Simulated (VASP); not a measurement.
# C18S in VASP: a series of runs

Runs on C18S. Level: PBE+D3(BJ). Tasks: single point.

All numbers are computed with VASP 6.6.1; they aren't measurements. Logs are shortened: lines on timing, memory, paths and dates and some standing lists are left out, and cuts for length are marked.

## Step 1: The cell of the first run

The cell holds a slab with vacuum, 19 atoms: a = 7.398 Å, b = 7.398 Å, c = 13.000 Å, α = 90.00°, β = 90.00°, γ = 120.00°.

## Step 2: Single point, PBE+D3(BJ), collinear spin

The input, INCAR:

```
PREC = Accurate ; ENCUT = 520
EDIFF = 1E-6 ; ISMEAR = -1
SIGMA = 0.05 ; LREAL = False
LASPH = True ; NELM = 200
ALGO = Normal ; ISIF = 2
LWAVE = False ; LCHARG = False
ISPIN = 2 ; MAGMOM = 0 0 0 0 0 0 0 0 0 0 0 0 0 0 0 0 0 0 1
LORBIT = 11 ; GGA = PE
IVDW = 12 ; NBANDS = 58
GGA_COMPAT = False ; NELMDL = -8
```

The input, KPOINTS:

```
Automatic mesh
0
Gamma
  2 2 1
```

The input, POSCAR:

```
C18S
1.0
    7.3980000000      0.0000000000      0.0000000000
   -3.6990000000      6.4068560000      0.0000000000
    0.0000000000      0.0000000000     13.0000000000
C S
18 1
Direct
    0.0066913084      0.0038706620      0.0710790258
    0.2296584859      0.1148872184      0.0686588209
    0.0075681444      0.3355620775      0.0712624283
    0.2277808692      0.4462470860      0.0713257687
    0.0056734134      0.6669175858      0.0686890654
    0.2286226710      0.7779118519      0.0711508237
    0.3415952332      0.0038673654      0.0710985768
    0.5590596710      0.1145274354      0.0764897493
    0.3398285329      0.3352203224      0.0713279001
    0.5629012445      0.4462292826      0.0713029829
    0.3353899908      0.6672356362      0.0766170729
    0.5598102746      0.7751508184      0.0979831596
    0.6755316279      0.0066172048      0.0978521920
    0.8998992190      0.1145422545      0.0764797677
    0.6724266200      0.3355427462      0.0712580384
    0.8955044956      0.4465721933      0.0713142716
    0.6762642049      0.6672341305      0.0765768331
    0.8937128722      0.7779232601      0.0711142509
    0.6178098211      0.8910980686      0.2338042718
```

Potentials or basis: VASP PAW PBE potentials, release 64 (C, S).

Started as:

```
$ cat potpaw_PBE.64/C/POTCAR potpaw_PBE.64/S/POTCAR > POTCAR
$ mpirun -np 1 vasp_std > vasp.out
```

OUTCAR:

```text
PREC = Accurate
   ENCUT = 520
   EDIFF = 1E-6
   ISMEAR = -1
   LREAL = False
   LASPH = True
   NELM = 200
   ISIF = 2
   ISPIN = 2
   LORBIT = 11
   GGA = PE
   IVDW = 12
   NELMDL = -8
 IVDW          = 12

 ion  position               nearest neighbor table
   1  0.007  0.004  0.071-  14 1.40   2 1.43  18 1.45
   2  0.230  0.115  0.069-   9 1.41   7 1.43   1 1.43
   3  0.008  0.336  0.071-   4 1.41  14 1.42  16 1.43
   4  0.228  0.446  0.071-   3 1.41  11 1.42   9 1.43
   5  0.006  0.667  0.069-  16 1.41   6 1.43  18 1.43
   6  0.229  0.778  0.071-  11 1.40   5 1.43   7 1.45
   7  0.342  0.004  0.071-   8 1.40   2 1.43   6 1.45
   8  0.559  0.115  0.076-   7 1.40  15 1.42  13 1.46
   9  0.340  0.335  0.071-   2 1.41  10 1.43   4 1.43
  10  0.563  0.446  0.071-  15 1.41  17 1.42   9 1.43
  11  0.335  0.667  0.077-   6 1.40   4 1.42  12 1.46
  12  0.560  0.775  0.098-  17 1.46  11 1.46  13 1.48  19 1.92
  13  0.676  0.007  0.098-  14 1.46   8 1.46  12 1.48  19 1.92
  14  0.900  0.115  0.076-   1 1.40   3 1.42  13 1.46
  15  0.672  0.336  0.071-  10 1.41   8 1.42  16 1.43
  16  0.896  0.447  0.071-   5 1.41   3 1.43  15 1.43
  17  0.676  0.667  0.077-  18 1.40  10 1.42  12 1.46
  18  0.894  0.778  0.071-  17 1.40   5 1.43   1 1.45
  19  0.618  0.891  0.234-  12 1.92  13 1.92

  LATTYP: Found a hexagonal cell.
 ALAT       =     7.3980000000
 C/A-ratio  =     1.7572316842

  Lattice vectors:

 A1 = (   7.3980000000,   0.0000000000,   0.0000000000)
 A2 = (  -3.6990000000,   6.4068560000,   0.0000000000)
 A3 = (   0.0000000000,   0.0000000000,  13.0000000000)

Analysis of symmetry for initial positions (statically):
=====================================================================
 Subroutine PRICEL returns:
 Original cell was already a primitive cell.

 Routine SETGRP: Setting up the symmetry group for a
 hexagonal supercell.

 Subroutine GETGRP returns: Found  1 space group operations
 (whereof  1 operations were pure point group operations)
 out of a pool of 24 trial point group operations.

The static configuration has the point symmetry C_1 .

Analysis of symmetry for dynamics (positions and initial velocities):
=====================================================================
 Subroutine PRICEL returns:
 Original cell was already a primitive cell.

 Routine SETGRP: Setting up the symmetry group for a
 hexagonal supercell.

 Subroutine GETGRP returns: Found  1 space group operations
 (whereof  1 operations were pure point group operations)
 out of a pool of 24 trial point group operations.

The dynamic configuration has the point symmetry C_1 .

Analysis of structural, dynamic, and magnetic symmetry:
=====================================================================
 Subroutine PRICEL returns:
 Original cell was already a primitive cell.

 Routine SETGRP: Setting up the symmetry group for a
 hexagonal supercell.

 Subroutine GETGRP returns: Found  1 space group operations
 (whereof  1 operations were pure point group operations)
 out of a pool of 24 trial point group operations.

The overall configuration has the point symmetry C_1 .

 Subroutine INISYM returns: Found  1 space group operations
 (whereof  1 operations are pure point group operations),
 and found     1 'primitive' translations

----------------------------------------------------------------------------------------

                                     Primitive cell

  volume of cell :     616.1730

  direct lattice vectors                    reciprocal lattice vectors
     7.398000000  0.000000000  0.000000000     0.135171668  0.078041398  0.000000000
    -3.699000000  6.406856000  0.000000000     0.000000000  0.156082796  0.000000000
     0.000000000  0.000000000 13.000000000     0.000000000  0.000000000  0.076923077

  length of vectors
     7.398000000  7.398000054 13.000000000     0.156082797  0.156082796  0.076923077

  position of ions in fractional coordinates (direct lattice)
     0.006691308  0.003870662  0.071079026
     0.229658486  0.114887218  0.068658821
[... 58 lines left out ...]

 val. band max:       -1.9330048811   @ k =   0.0000   0.0000   0.0000
 cond. band min:      -1.6694796058   @ k =   0.0000   0.0000   0.0000
 fundamental gap:      0.2635252753
 Fermi energy:        -1.8013291720

 spin component 1

 k-point     1 :       0.0000    0.0000    0.0000
  band No.  band energies     occupation
      1     -21.6079      1.00000
      2     -19.7352      1.00000
      3     -18.8994      1.00000
      4     -18.8896      1.00000
      5     -18.8414      1.00000
      6     -18.7736      1.00000
[... 43 lines left out ...]
     50       3.1550      0.00000
     51       3.8414      0.00000
[... 160 lines left out ...]
     50       3.7704      0.00000
     51       3.9661      0.00000
 Fermi energy:        -1.8013291720

 spin component 2

 k-point     1 :       0.0000    0.0000    0.0000
  band No.  band energies     occupation
      1     -21.6079      1.00000
      2     -19.7352      1.00000
      3     -18.8994      1.00000
      4     -18.8896      1.00000
      5     -18.8414      1.00000
      6     -18.7736      1.00000
[... 43 lines left out ...]
     50       3.1557      0.00000
     51       3.8419      0.00000
[... 160 lines left out ...]
     50       3.7705      0.00000
     51       3.9667      0.00000
 [bands above 51 left out]

------------------------ aborting loop because EDIFF is reached ----------------------------------------

 Edisp (eV)   -1.80630

 E8    (eV) :    -0.5713

  FORCE on cell =-STRESS in cart. coord.  units (eV):
  Direction    XX          YY          ZZ          XY          YZ          ZX
  --------------------------------------------------------------------------------------
  -------------------------------------------------------------------------------------
  Total       2.38090     3.94980    -0.28991     0.00006    -0.00075    -0.00264
  in kB       6.19083    10.27030    -0.75382     0.00016    -0.00195    -0.00686
  external pressure =        5.24 kB  Pullay stress =        0.00 kB

 VOLUME and BASIS-vectors are now :
 -----------------------------------------------------------------------------
  energy-cutoff  :      520.00
  volume of cell :      616.17
      direct lattice vectors                 reciprocal lattice vectors
     7.398000000  0.000000000  0.000000000     0.135171668  0.078041398  0.000000000
    -3.699000000  6.406856000  0.000000000     0.000000000  0.156082796  0.000000000
     0.000000000  0.000000000 13.000000000     0.000000000  0.000000000  0.076923077

 POSITION                                       TOTAL-FORCE (eV/Angst)
 -----------------------------------------------------------------------------------
      0.03518      0.02480      0.92403         0.015983     -0.026430      0.003677
      1.27405      0.73607      0.89256        -0.001428     -0.006297     -0.019676
     -1.18525      2.14990      0.92641        -0.017320      0.008773      0.007607
      0.03445      2.85904      0.92723         0.012160     -0.013709      0.004448
     -2.42496      4.27284      0.89296        -0.002044      0.000822     -0.019554
     -1.18615      4.98397      0.92496        -0.018321      0.031110      0.000998
[... 11 lines left out ...]
      3.73415      4.98404      0.92449         0.020006      0.027035      0.002481
      1.27439      5.70914      3.03946        -0.000390     -0.001204     -0.086690
 -----------------------------------------------------------------------------------
    total drift:                                0.000744      0.000881     -0.000102

  FREE ENERGIE OF THE ION-ELECTRON SYSTEM (eV)
  ---------------------------------------------------
  free  energy   TOTEN  =      -169.4230770600 eV

  energy  without entropy=     -169.4107481928  energy(sigma->0) =     -169.41691263

 total charge

# of ion       s       p       d       tot
------------------------------------------
    1        0.862   1.788   0.000   2.649
    2        0.863   1.786   0.000   2.648
    3        0.864   1.796   0.000   2.660
    4        0.864   1.796   0.000   2.660
    5        0.863   1.785   0.000   2.648
    6        0.862   1.788   0.000   2.650
[... 11 lines left out ...]
   18        0.862   1.788   0.000   2.649
   19        1.372   2.294   0.000   3.666
--------------------------------------------------
tot         16.866  34.384   0.000  51.250

 magnetization (x)

# of ion       s       p       d       tot
------------------------------------------
    1        0.000  -0.000   0.000   0.000
    2       -0.000  -0.000   0.000  -0.000
    3        0.000  -0.000   0.000  -0.000
    4        0.000  -0.000   0.000  -0.000
    5       -0.000  -0.000   0.000  -0.000
    6        0.000  -0.000   0.000  -0.000
[... 11 lines left out ...]
   18        0.000  -0.000   0.000  -0.000
   19        0.000   0.000   0.000   0.000
--------------------------------------------------
tot          0.000  -0.000   0.000  -0.000
```

Wall time 13 min (1 thread of AMD EPYC 7R43 (Zen 3), shared host); peak memory 0.9 GiB.

Results:

```
Free energy                                           : -169.4231 eV
Largest force                                         : 0.087 eV/Å
Band gap on the k mesh                                : 0.26 eV
Net moment                                            : 0.00 μB per cell
Valence electrons inside the program's atomic spheres : C 2.65, 2.66, 2.58 (each value once); S 3.67
Dispersion energy per atom                            : -0.095 eV
```

Forces in eV/Å, atoms in the order of the input:
```
C    0.016 -0.026  0.004
C   -0.001 -0.006 -0.020
C   -0.017  0.009  0.008
C    0.012 -0.014  0.004
C   -0.002  0.001 -0.020
C   -0.018  0.031  0.001
C   -0.014 -0.029  0.003
C    0.006  0.002  0.004
C    0.001  0.005 -0.007
C   -0.015 -0.010  0.006
C    0.017  0.001  0.003
C   -0.006 -0.007  0.042
C   -0.002  0.011  0.052
C   -0.002  0.002  0.003
C    0.016  0.010  0.007
C    0.000 -0.004 -0.010
C   -0.008 -0.001  0.003
C    0.020  0.027  0.002
S    0.000 -0.001 -0.087
```

Caveat: the k points lie up to 0.49 Å⁻¹ apart; there is no dipole correction, which matters where the two faces differ; semilocal functionals underestimate gaps, and a narrow one can read as zero.

## Step 3: Single point, PBE+D3(BJ), collinear spin, zero start

The input, INCAR:

```
ALGO = Normal
EDIFF = 1E-6
ENCUT = 520
GGA = PE
GGA_COMPAT = False
ISIF = 2
ISMEAR = -1
ISPIN = 2
IVDW = 12
LASPH = True
LCHARG = False
LORBIT = 11
LREAL = False
LWAVE = False
MAGMOM = 0 0 0 0 0 0 0 0 0 0 0 0 0 0 0 0 0 0 0
NBANDS = 58
NELM = 200
NELMDL = -8
PREC = Accurate
SIGMA = 0.05
```

The input, KPOINTS:

```
k-points
0
Gamma
  2 2 1
```

The input, POSCAR:

```
C18S
1.0
    7.3980000000      0.0000000000      0.0000000000
   -3.6990000000      6.4068560000      0.0000000000
    0.0000000000      0.0000000000     13.0000000000
C S
18 1
Direct
    0.0066913638      0.0038706973      0.0710790000
    0.2296585427      0.1148872395      0.0686588462
    0.0075681504      0.3355620916      0.0712624615
    0.2277808968      0.4462471140      0.0713257692
    0.0056734505      0.6669175958      0.0686890769
    0.2286227109      0.7779118182      0.0711508462
    0.3415952399      0.0038674195      0.0710986154
    0.5590596251      0.1145274687      0.0764897692
    0.3398285726      0.3352202703      0.0713279231
    0.5629012242      0.4462293206      0.0713030000
    0.3353900820      0.6672356925      0.0766170769
    0.5598102280      0.7751508696      0.0979831538
    0.6755315983      0.0066171301      0.0978521538
    0.8998992910      0.1145422966      0.0764797692
    0.6724266809      0.3355427373      0.0712580769
    0.8955045547      0.4465722345      0.0713143077
    0.6762642678      0.6672341317      0.0765768462
    0.8937128903      0.7779232123      0.0711142308
    0.6178097799      0.8910980674      0.2338043077
```

Potentials or basis: VASP PAW PBE potentials, release 64 (C, S).

Started as:

```
$ cat potpaw_PBE.64/C/POTCAR potpaw_PBE.64/S/POTCAR > POTCAR
$ mpirun -np 1 vasp_std > vasp.out
```

It took 8.9 min on 1 thread of Intel Xeon 6975P-C (Granite Rapids), shared host; peak memory 0.96 GiB.

The run converged. Its results:

| Item | Value |
| --- | --- |
| Free energy | -169.4231 eV |
| Largest force | 0.087 eV/Å |
| Band gap on the k mesh | 0.26 eV |
| Net moment | 0.00 μB per cell |
| Valence electrons inside the program's atomic spheres | C 2.65, 2.66, 2.58 (each value once); S 3.67 |
| Dispersion energy per atom | -0.095 eV |

Forces in eV/Å, atoms in the order of the input:
```
C    0.016 -0.026  0.004
C   -0.001 -0.006 -0.020
C   -0.017  0.009  0.008
C    0.012 -0.014  0.004
C   -0.002  0.001 -0.020
C   -0.018  0.031  0.001
C   -0.014 -0.029  0.003
C    0.006  0.002  0.004
C    0.001  0.005 -0.007
C   -0.015 -0.010  0.006
C    0.017  0.001  0.003
C   -0.006 -0.007  0.042
C   -0.002  0.011  0.052
C   -0.002  0.002  0.003
C    0.016  0.010  0.007
C    0.000 -0.004 -0.010
C   -0.008 -0.001  0.003
C    0.020  0.027  0.002
S    0.000 -0.001 -0.087
```

Levels at points of the mesh, in eV from the valence-band top:
Spin up:
```tsv
k point	band 37	band 38	band 39	band 40	band 41	band 42
(0.00, 0.00, 0.00)	-1.26	-1.03	0.00	0.26	0.94	2.66
(0.50, 0.00, 0.00)	-2.30	-1.23	-1.14	1.20	2.01	2.58
(0.00, 0.50, 0.00)	-2.37	-1.21	-0.71	0.55	2.19	2.58
(0.50, 0.50, 0.00)	-2.30	-1.23	-1.14	1.20	2.01	2.58
```
Spin down:
| k point | band 35 | band 36 | band 37 | band 38 | band 39 | band 40 | band 41 | band 42 | band 43 | band 44 |
| --- | --- | --- | --- | --- | --- | --- | --- | --- | --- | --- |
| (0.00, 0.00, 0.00) | -3.02 | -2.31 | -1.26 | -1.03 | 0.00 | 0.26 | 0.94 | 2.66 | 3.57 | 3.98 |
| (0.50, 0.00, 0.00) | -2.68 | -2.52 | -2.30 | -1.23 | -1.14 | 1.20 | 2.01 | 2.58 | 2.62 | 2.65 |
| (0.00, 0.50, 0.00) | -2.59 | -2.56 | -2.37 | -1.21 | -0.71 | 0.55 | 2.19 | 2.58 | 2.63 | 2.86 |
| (0.50, 0.50, 0.00) | -2.68 | -2.52 | -2.30 | -1.23 | -1.14 | 1.20 | 2.01 | 2.58 | 2.62 | 2.65 |

Caveat: the k points lie up to 0.49 Å⁻¹ apart; there is no dipole correction, which matters where the two faces differ; semilocal functionals underestimate gaps, and a narrow one can read as zero.

## Step 4: Single point, PBE+D3(BJ), collinear spin, zero start

The input, INCAR:

```
PREC = Accurate ; ENCUT = 520
EDIFF = 1E-6 ; ISMEAR = -1
SIGMA = 0.05 ; LREAL = F
LASPH = T ; NELM = 200
ALGO = Normal ; ISIF = 2
LWAVE = F ; LCHARG = T
ISPIN = 2 ; MAGMOM = 0 0 0 0 0 0 0 0 0 0 0 0 0 0 0 0 0 0 0
LORBIT = 11 ; GGA = PE
IVDW = 12 ; LELF = T
LVHAR = T ; NBANDS = 58
GGA_COMPAT = F ; NELMDL = -8
```

The input, KPOINTS:

```
regular mesh
0
Gamma
  2 2 1
```

The input, POSCAR:

```
C18S
1.0
    7.3980000000      0.0000000000      0.0000000000
   -3.6990000000      6.4068560000      0.0000000000
    0.0000000000      0.0000000000     13.0000000000
C S
18 1
Direct
    0.0075654877      0.0019593073      0.0722193846
    0.2277677066      0.1115629881      0.0706560000
    0.0071162725      0.3329227315      0.0712505385
    0.2301104693      0.4448924714      0.0688903846
    0.0061405876      0.6688272688      0.0684568462
    0.2290029757      0.7806545051      0.0707330000
    0.3353774899     -0.0018349094      0.0749983846
    0.5597064988      0.1154951820      0.0962153846
    0.3402530083      0.3346774143      0.0709427692
    0.5633730600      0.4472365229      0.0707760769
    0.3421011975      0.6679052877      0.0718351538
    0.5596019110      0.7751738138      0.0785032308
    0.6753737174     -0.0000589993      0.0986466154
    0.8998838600      0.1154116777      0.0778319231
    0.6768433357      0.3396842383      0.0746585385
    0.8943560683      0.4460092438      0.0703109231
    0.6729684767      0.6674192459      0.0725720769
    0.8959476907      0.7789827023      0.0720678462
    0.6122387486      1.0669030176      0.2338200000
```

Started as:

```
$ cat potpaw_PBE.64/C/POTCAR potpaw_PBE.64/S/POTCAR > POTCAR
$ mpirun -np 1 vasp_std > vasp.out
```

Wall time 9.5 min (1 thread of Intel Xeon 6975P-C (Granite Rapids), shared host); peak memory 0.94 GiB.

The run converged. Its results:

```
Free energy                                           : -169.4078 eV
Largest force                                         : 0.319 eV/Å
Band gap on the k mesh                                : 0.26 eV
Net moment                                            : 0.00 μB per cell
Valence electrons inside the program's atomic spheres : C 2.66, 2.65, 2.58, 2.57 (each value once); S 3.66
Dispersion energy per atom                            : -0.095 eV
```

Forces in eV/Å, atoms in the order of the input:
```
C   -0.013  0.015 -0.003
C   -0.009  0.017 -0.004
C   -0.017  0.015  0.003
C   -0.014  0.011 -0.008
C   -0.014  0.013 -0.007
C   -0.007  0.006 -0.003
C   -0.006  0.019  0.000
C   -0.002  0.007  0.056
C   -0.010  0.009 -0.005
C   -0.016  0.004 -0.013
C   -0.022  0.012 -0.006
C   -0.012  0.007  0.002
C   -0.020  0.015  0.122
C   -0.012  0.011  0.012
C   -0.016  0.000 -0.008
C   -0.008  0.007 -0.001
C   -0.014  0.010 -0.011
C   -0.014  0.011 -0.006
S    0.227 -0.189 -0.120
```

Levels at points of the mesh, in eV from the valence-band top:
Spin up:
```csv
k point,band 35,band 36,band 37,band 38,band 39,band 40,band 41,band 42,band 43,band 44
"(0.00, 0.00, 0.00)",-3.02,-2.27,-1.24,-1.03,0.00,0.26,0.93,2.63,3.57,3.99
"(0.50, 0.00, 0.00)",-2.68,-2.52,-2.30,-1.21,-1.12,1.18,2.01,2.58,2.62,2.65
"(0.00, 0.50, 0.00)",-2.68,-2.52,-2.30,-1.21,-1.12,1.18,2.01,2.58,2.62,2.65
"(0.50, 0.50, 0.00)",-2.59,-2.56,-2.37,-1.19,-0.70,0.55,2.19,2.57,2.63,2.85
```
Spin down:
```
           k point  band 36  band 37  band 38  band 39  band 40  band 41  band 42  band 43
(0.00, 0.00, 0.00)    -2.27    -1.24    -1.03     0.00     0.26     0.93     2.63     3.57
(0.50, 0.00, 0.00)    -2.52    -2.30    -1.21    -1.12     1.18     2.01     2.58     2.62
(0.00, 0.50, 0.00)    -2.52    -2.30    -1.21    -1.12     1.18     2.01     2.58     2.62
(0.50, 0.50, 0.00)    -2.56    -2.37    -1.19    -0.70     0.55     2.19     2.57     2.63
```

Caveat: the k points lie up to 0.49 Å⁻¹ apart; there is no dipole correction, which matters where the two faces differ; semilocal functionals underestimate gaps, and a narrow one can read as zero.

## Step 5: The runs side by side

```csv
spin,cell,gap on the mesh (eV),moment (μB),largest force (eV/Å)
collinear,"as given, atomic positions A",0.26,0.00,0.09
"collinear, zero start","as given, atomic positions A",0.26,0.00,0.09
"collinear, zero start","as given, atomic positions B",0.26,0.00,0.32
```

Alike in all rows: task single point; level PBE+D3(BJ); potentials or basis VASP PAW PBE potentials, release 64 (C, S); k mesh 2 × 2 × 1; cutoff (eV) 520; smearing fermi-dirac 0.05 eV.

Caveats: all runs use coarse meshes; there is no dipole correction, which matters where the two faces differ; semilocal functionals underestimate gaps, and a narrow one can read as zero.

Absolute energies hang on the potentials; compare differences alone.
